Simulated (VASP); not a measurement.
# Si12O23 (a cell with a defect) in VASP: a series of runs, part 2 of 3

VASP 6.6.1. Earlier steps stand in the parts before.

## Step 3: Single point, PBE+D3(BJ)

Contents of INCAR:

```
PREC     = Accurate       # precision mode
ENCUT    = 520            # plane-wave cutoff, eV
EDIFF    = 1E-6           # SCF threshold, eV
ISMEAR   = 0              # smearing method
SIGMA    = 0.02           # smearing width, eV
LREAL    = Auto         
LASPH    = T              # aspherical terms in the spheres
NELM     = 120            # most SCF steps
ALGO     = Normal         # electronic algorithm
ISIF     = 2              # what is computed and relaxed
LWAVE    = F              # write WAVECAR
LCHARG   = F              # write CHGCAR
GGA      = PE             # functional
IVDW     = 12             # dispersion correction
NBANDS   = 116            # bands
NELECT   = 188.0        
GGA_COMPAT= F
```

Contents of KPOINTS:

```
regular mesh
0
Gamma
  2 2 2
```

Contents of POSCAR:

```
Si12O23
1.0
   -2.4986000000      4.3277020000      5.4571000000
    4.9972000000      0.0000000000      5.4571000000
    4.9972000000      8.6554040000      0.0000000000
Si O
12 23
Direct
    0.7472985993      0.2411874098      0.1277522525
    0.1578197095      0.1675397305      0.1848916963
    0.5665439112      0.0861386491      0.9544706154
    0.7666794151      0.2488803144      0.6219996157
    0.1696635645      0.1590909021      0.7043030750
    0.5782558825      0.0925430767      0.4613075093
    0.2485180161      0.7372302751      0.3784827473
    0.6759592340      0.6716688102      0.4103222532
    0.0888866801      0.6232560331      0.1627461799
    0.2247442688      0.7076954886      0.8641545534
    0.6550946474      0.6564829304      0.9128237786
    0.0931905500      0.6027001246      0.7204798379
    0.9683110994      0.1429892250      0.1485908825
    0.3390634307      0.1625995405      0.0364402994
    0.2095123530      0.9814179946      0.3216254228
    0.1145275995      0.3713033363      0.2263692924
    0.7092043651      0.1254215351      0.0306432664
    0.9861696747      0.1646978191      0.6442989289
    0.3593598320      0.1619721941      0.5589107956
    0.1008431831      0.6638078220      0.5352532077
    0.1973127646      0.9590754269      0.8347140300
    0.1350607143      0.3521366983      0.7598901769
    0.7389842746      0.1357647679      0.5182080786
    0.4835576836      0.6580677219      0.3741183480
    0.8504862745      0.6899982319      0.2593524056
    0.5898425893      0.2154406197      0.2896801867
    0.7349021968      0.4804178450      0.5408625979
    0.6361146727      0.8612612229      0.4718235288
    0.2217873594      0.6564785693      0.2564376430
    0.4599802087      0.6264543445      0.8925464058
    0.8372325700      0.6673849008      0.7665519637
    0.6062724049      0.2090307781      0.7817951306
    0.7218862265      0.4731952270      0.0485975621
    0.6097129167      0.8536874241      0.9705686980
    0.2977130196      0.6914288323      0.6814519310
```

Potentials or basis: VASP PAW PBE potentials, release 64 (Si, O).

On the command line:

```console
$ cat potpaw_PBE.64/Si/POTCAR potpaw_PBE.64/O/POTCAR > POTCAR
$ mpirun -np 1 vasp_std > vasp.out
```

OUTCAR:

```text
PREC = Accurate
   ENCUT = 520
   EDIFF = 1E-6
   ISMEAR = 0
   LREAL = Auto
   LASPH = T
   NELM = 120
   ISIF = 2
   GGA = PE
   IVDW = 12
   NELECT = 188.0
 IVDW          = 12

 ion  position               nearest neighbor table
   1  0.747  0.241  0.128-  33 1.61  13 1.62  17 1.63  26 1.63   6 3.08  11 3.12   2 3.13
   2  0.158  0.168  0.185-  16 1.60  15 1.63  14 1.63  13 1.64   7 3.11   1 3.13   3 3.15
[... 1159 lines left out ...]
  -------------------------------------------------------------------------------------
  Total      12.27118    10.47502     6.10875    -1.07619     0.57521     0.31638
  in kB      41.64768    35.55162    20.73274    -3.65251     1.95224     1.07377
  external pressure =       32.64 kB  Pullay stress =        0.00 kB

 VOLUME and BASIS-vectors are now :
 -----------------------------------------------------------------------------
  energy-cutoff  :      520.00
  volume of cell :      472.07
      direct lattice vectors                 reciprocal lattice vectors
    -2.498600000  4.327702000  5.457100000    -0.100056031  0.057767379  0.091623756
     4.997200000  0.000000000  5.457100000     0.100056031 -0.057767379  0.091623756
     4.997200000  8.655404000  0.000000000     0.050028016  0.086651068 -0.045811878

 POSITION                                       TOTAL-FORCE (eV/Angst)
 -----------------------------------------------------------------------------------
     -0.02353      4.33983      5.39427        -0.001914      0.002551     -0.005863
      1.36684      2.28331      1.77552        -0.005524     -0.009017     -0.002784
      3.78457     10.71316      3.56175         0.013478     -0.019185      0.008518
      2.43634      8.70162      5.54201        -0.007468     -0.017404      0.019177
      3.89063      6.83028      1.79405        -0.017449     -0.036182     -0.001359
      1.32287      6.49532      3.66062        -0.001505     -0.016866     -0.011653
[... 27 lines left out ...]
      7.59274     11.03932      7.98592        -0.027176     -0.003298     -0.009821
      6.11669      7.18665      5.39785        -0.045386     -0.020293      0.054557
 -----------------------------------------------------------------------------------
    total drift:                               -0.006729     -0.004253     -0.006455

  FREE ENERGIE OF THE ION-ELECTRON SYSTEM (eV)
  ---------------------------------------------------
  free  energy   TOTEN  =      -266.9741266873 eV

  energy  without entropy=     -266.9741266873  energy(sigma->0) =     -266.97412669
```

OSZICAR:

```text
N       E                     dE             d eps       ncg     rms          rms(c)
DAV:   1     0.122721141312E+04    0.12272E+04   -0.98479E+04  1896   0.149E+03
DAV:   2    -0.196746306816E+03   -0.14240E+04   -0.13944E+04  2232   0.340E+02
DAV:   3    -0.298877207698E+03   -0.10213E+03   -0.10162E+03  2176   0.978E+01
DAV:   4    -0.300625793042E+03   -0.17486E+01   -0.17435E+01  2264   0.134E+01
DAV:   5    -0.300661245603E+03   -0.35453E-01   -0.35415E-01  2224   0.182E+00    0.480E+01
DAV:   6    -0.262177016177E+03    0.38484E+02   -0.17380E+02  2088   0.371E+01    0.222E+01
DAV:   7    -0.262249101079E+03   -0.72085E-01   -0.45530E+00  2216   0.614E+00    0.855E+00
DAV:   8    -0.262194636355E+03    0.54465E-01   -0.31966E-01  2240   0.212E+00    0.336E+00
DAV:   9    -0.262224317511E+03   -0.29681E-01   -0.12909E-01  2248   0.184E+00    0.561E-01
DAV:  10    -0.262231327577E+03   -0.70101E-02   -0.31202E-02  2232   0.631E-01    0.451E-01
DAV:  11    -0.262232465834E+03   -0.11383E-02   -0.34885E-03  2144   0.216E-01    0.271E-01
DAV:  12    -0.262234259392E+03   -0.17936E-02   -0.26152E-03  2120   0.184E-01    0.470E-02
DAV:  13    -0.262234329783E+03   -0.70391E-04   -0.36712E-04  2432   0.855E-02    0.398E-02
DAV:  14    -0.262234339270E+03   -0.94874E-05   -0.19643E-04  2232   0.577E-02    0.241E-02
DAV:  15    -0.262234337587E+03    0.16829E-05   -0.38182E-05  2168   0.241E-02    0.156E-02
DAV:  16    -0.262234340570E+03   -0.29828E-05   -0.14670E-05  2088   0.126E-02    0.710E-03
DAV:  17    -0.262234340497E+03    0.73456E-07   -0.19264E-06  1632   0.747E-03
   1 F= -.26697413E+03 E0= -.26697413E+03  d E =-.657427E-37
```

Run time: 10 min. Hardware: 1 thread of Intel Xeon 6975P-C (Granite Rapids), shared host; peak memory 0.65 GiB.

Results:

| Quantity | Value |
| --- | --- |
| Free energy | -266.9741 eV |
| Largest force | 0.074 eV/Å |
| Dispersion energy per atom | -0.135 eV |

Forces in eV/Å, atoms in the order of the input:
```
Si  -0.002  0.003 -0.006
Si  -0.006 -0.009 -0.003
Si   0.013 -0.019  0.009
Si  -0.007 -0.017  0.019
Si  -0.017 -0.036 -0.001
Si  -0.002 -0.017 -0.012
Si  -0.034 -0.005  0.049
Si   0.003  0.019  0.006
Si  -0.008 -0.012  0.003
Si   0.040  0.061 -0.006
Si   0.042  0.036  0.007
Si   0.001 -0.038 -0.053
O    0.003  0.007  0.007
O    0.000  0.022  0.002
O   -0.005  0.014 -0.011
O    0.014 -0.016  0.015
O    0.007 -0.008 -0.011
O    0.007  0.032  0.017
O    0.019  0.030 -0.001
O    0.032  0.030 -0.032
O   -0.027  0.011 -0.020
O    0.026 -0.003  0.015
O    0.010  0.007  0.003
O    0.026 -0.003 -0.006
O   -0.029  0.008  0.020
O   -0.018  0.005  0.001
O   -0.001 -0.006 -0.017
O    0.008 -0.013 -0.006
O   -0.010 -0.021 -0.015
O    0.029 -0.030 -0.037
O   -0.013  0.009  0.016
O   -0.017  0.013 -0.005
O   -0.014 -0.027  0.009
O   -0.027 -0.003 -0.010
O   -0.045 -0.020  0.055
```

Caveat: the k points lie up to 0.46 Å⁻¹ apart; the cell carries a net charge on a neutralising background, which shifts energy and pressure; the cell is charged against a uniform background, so pressure and absolute levels hang on convention.

## Step 4: Single point, PBE+D3(BJ)

Contents of INCAR:

```
PREC = Accurate ; ENCUT = 520
EDIFF = 1E-6 ; ISMEAR = 0
SIGMA = 0.02 ; LREAL = Auto
LASPH = T ; NELM = 120
ALGO = Normal ; ISIF = 2
LWAVE = F ; LCHARG = F
GGA = PE ; IVDW = 12
NELECT = 188.0 ; NBANDS = 116
GGA_COMPAT = F
```

Contents of KPOINTS:

```
Automatic mesh
0
Gamma
  2 2 2
```

Contents of POSCAR:

```
Si12O23
1.0
   -2.4986000000      4.3277020000      5.4571000000
    4.9972000000      0.0000000000      5.4571000000
    4.9972000000      8.6554040000      0.0000000000
Si O
12 23
Direct
    0.7614709226      0.2485543656      0.1219801832
    0.1711462352      0.1729458650      0.1860115479
    0.5696454183      0.1096688695      0.9501060128
    0.7627678140      0.2439515058      0.6135322171
    0.1638736510      0.1630745449      0.6828605196
    0.5779009571      0.0772182454      0.4524664443
    0.2545227028      0.7168659469      0.3545449282
    0.6852765125      0.6557342808      0.3851591984
    0.0935842568      0.6063589365      0.2332331599
    0.2323735335      0.7419364480      0.8918359668
    0.6508006513      0.6731219450      0.9293719530
    0.0580375431      0.6067246932      0.6988147299
    0.9844680518      0.1589874466      0.1386239907
    0.3474067544      0.2050995219      0.0315312947
    0.2424042462      0.9631237815      0.2947204612
    0.1173051070      0.3578448810      0.2545539704
    0.7294382750      0.1498241538      0.0101493262
    0.9806247393      0.1340524702      0.6435916052
    0.3521872308      0.1633396974      0.5406865603
    0.0954817927      0.7108202725      0.5271839714
    0.2134858951      0.9808618353      0.8219625178
    0.1042142873      0.3649876698      0.7340337459
    0.7275723608      0.1245483627      0.5179550994
    0.4584025418      0.6209146780      0.4139251505
    1.0801013415      0.6983718402      0.0515995861
    0.6031729816      0.2025496550      0.2798893132
    0.7489194924      0.4725452049      0.5358515460
    0.6226413936      0.8470602794      0.4682252377
    0.3337259761      0.6253092258      0.2024296527
    0.4644062473      0.6471040787      0.8922332401
    0.8261352126      0.6877529331      0.7768335237
    0.6009523972      0.2131871641      0.7750593859
    0.7355299584      0.4834389078      0.0493907076
    0.6044061619      0.8734267530      0.9797384668
    0.1918923863      0.6524183281      0.7793279130
```

Potentials or basis: VASP PAW PBE potentials, release 64 (Si, O).

On the command line:

```console
$ cat potpaw_PBE.64/Si/POTCAR potpaw_PBE.64/O/POTCAR > POTCAR
$ mpirun -np 1 vasp_std > vasp.out
```

OUTCAR:

```text
PREC = Accurate
   ENCUT = 520
   EDIFF = 1E-6
   ISMEAR = 0
   LREAL = Auto
   LASPH = T
   NELM = 120
   ISIF = 2
   GGA = PE
   IVDW = 12
   NELECT = 188.0
 IVDW          = 12

 ion  position               nearest neighbor table
   1  0.761  0.249  0.122-  13 1.62  33 1.62  26 1.62  17 1.64   6 3.10  11 3.10   3 3.13   2 3.15

   2  0.171  0.173  0.186-  15 1.61  16 1.61  13 1.65  14 1.65   3 3.11   1 3.15
[... 1160 lines left out ...]
  -------------------------------------------------------------------------------------
  Total       8.49323    11.75180    11.07086    -2.03484    -0.64124    -1.85739
  in kB      28.82554    39.88495    37.57386    -6.90612    -2.17632    -6.30387
  external pressure =       35.43 kB  Pullay stress =        0.00 kB

 VOLUME and BASIS-vectors are now :
 -----------------------------------------------------------------------------
  energy-cutoff  :      520.00
  volume of cell :      472.07
      direct lattice vectors                 reciprocal lattice vectors
    -2.498600000  4.327702000  5.457100000    -0.100056031  0.057767379  0.091623756
     4.997200000  0.000000000  5.457100000     0.100056031 -0.057767379  0.091623756
     4.997200000  8.655404000  0.000000000     0.050028016  0.086651068 -0.045811878

 POSITION                                       TOTAL-FORCE (eV/Angst)
 -----------------------------------------------------------------------------------
     -0.05098      4.35121      5.51181        -0.023815      0.003818      0.014684
      1.36616      2.35068      1.87775        -0.006829     -0.013911     -0.013163
      3.87259     10.68881      3.70709        -0.002162      0.005554      0.006541
      2.37917      8.61140      5.49377        -0.026167      0.014737     -0.032591
      3.81785      6.61963      1.78419         0.004983      0.005234      0.010510
      1.20300      6.41726      3.57505         0.033430     -0.012737      0.002763
[... 27 lines left out ...]
      7.75047     11.09572      8.06468        -0.003910     -0.019604      0.004765
      6.67526      7.57585      4.60749         0.016735     -0.007281     -0.008754
 -----------------------------------------------------------------------------------
    total drift:                               -0.001433     -0.013755     -0.008267

  FREE ENERGIE OF THE ION-ELECTRON SYSTEM (eV)
  ---------------------------------------------------
  free  energy   TOTEN  =      -266.8007467247 eV

  energy  without entropy=     -266.8007467247  energy(sigma->0) =     -266.80074672
```

OSZICAR:

```text
N       E                     dE             d eps       ncg     rms          rms(c)
DAV:   1     0.122311840711E+04    0.12231E+04   -0.98554E+04  1904   0.149E+03
DAV:   2    -0.196975633872E+03   -0.14201E+04   -0.13884E+04  2232   0.339E+02
DAV:   3    -0.298532318845E+03   -0.10156E+03   -0.10103E+03  2168   0.975E+01
DAV:   4    -0.300320675822E+03   -0.17884E+01   -0.17826E+01  2248   0.135E+01
DAV:   5    -0.300359064141E+03   -0.38388E-01   -0.38343E-01  2224   0.188E+00    0.479E+01
DAV:   6    -0.262015836942E+03    0.38343E+02   -0.17347E+02  2104   0.371E+01    0.222E+01
DAV:   7    -0.262085211082E+03   -0.69374E-01   -0.45557E+00  2216   0.618E+00    0.853E+00
DAV:   8    -0.262021487771E+03    0.63723E-01   -0.30696E-01  2240   0.209E+00    0.337E+00
DAV:   9    -0.262045972471E+03   -0.24485E-01   -0.13542E-01  2240   0.195E+00    0.583E-01
DAV:  10    -0.262052307704E+03   -0.63352E-02   -0.38376E-02  2240   0.715E-01    0.465E-01
DAV:  11    -0.262053099540E+03   -0.79184E-03   -0.37572E-03  2176   0.213E-01    0.283E-01
DAV:  12    -0.262054395688E+03   -0.12961E-02   -0.35426E-03  2176   0.230E-01    0.625E-02
DAV:  13    -0.262054372139E+03    0.23548E-04   -0.62793E-04  2304   0.115E-01    0.414E-02
DAV:  14    -0.262054384705E+03   -0.12566E-04   -0.25080E-04  2232   0.681E-02    0.308E-02
DAV:  15    -0.262054378344E+03    0.63615E-05   -0.48911E-05  2240   0.263E-02    0.175E-02
DAV:  16    -0.262054377344E+03    0.99982E-06   -0.16618E-05  2208   0.148E-02    0.753E-03
DAV:  17    -0.262054377529E+03   -0.18514E-06   -0.44099E-06  1920   0.988E-03
   1 F= -.26680075E+03 E0= -.26680075E+03  d E =-.116842E-18
```

stdout:

```text
POSCAR found type information on POSCAR SiO
 POSCAR found :  2 types and      35 ions
 scaLAPACK will be used
 LDA part: xc-table for (Slater+PW92), standard interpolation
 POSCAR, INCAR and KPOINTS ok, starting setup
 FFT: planning ... GRIDC
 FFT: planning ... GRID_SOFT
 FFT: planning ... GRID
 WAVECAR not read
 entering main loop
 the old and the new charge density differ
 old charge density:   186.00000 new  188.00000
    0.479E+01
```

Wall time 12 min (1 thread of Intel Xeon Platinum 8488C (Sapphire Rapids), shared host); peak memory 0.66 GiB.

Results:

```
Free energy                : -266.8007 eV
Largest force              : 0.080 eV/Å
Dispersion energy per atom : -0.136 eV
```

Forces on the atoms (eV/Å):
```
Si  -0.024  0.004  0.015
Si  -0.007 -0.014 -0.013
Si  -0.002  0.006  0.007
Si  -0.026  0.015 -0.033
Si   0.005  0.005  0.011
Si   0.033 -0.013  0.003
Si   0.060  0.011  0.002
Si   0.001  0.041  0.026
Si   0.040 -0.027 -0.065
Si  -0.041 -0.025  0.022
Si   0.008  0.013  0.013
Si   0.010  0.012 -0.001
O    0.007  0.002  0.017
O    0.006  0.013 -0.016
O   -0.018  0.013 -0.031
O    0.032 -0.005  0.031
O    0.011 -0.004 -0.011
O    0.014  0.000 -0.001
O   -0.006  0.012  0.002
O   -0.041 -0.036  0.016
O   -0.015  0.009 -0.009
O    0.004 -0.010  0.015
O    0.017 -0.009  0.001
O   -0.004  0.014 -0.010
O    0.025  0.046 -0.028
O    0.000  0.007  0.002
O    0.016 -0.040  0.038
O   -0.055 -0.010 -0.025
O   -0.057 -0.009  0.039
O    0.020 -0.005 -0.004
O   -0.004  0.018  0.000
O   -0.021  0.001  0.008
O    0.000 -0.009 -0.017
O   -0.004 -0.020  0.005
O    0.017 -0.007 -0.009
```

Caveat: the k points lie up to 0.46 Å⁻¹ apart; the cell carries a net charge on a neutralising background, which shifts energy and pressure; the cell is charged against a uniform background, so pressure and absolute levels hang on convention.

(Part 2 of 3 ends here.)
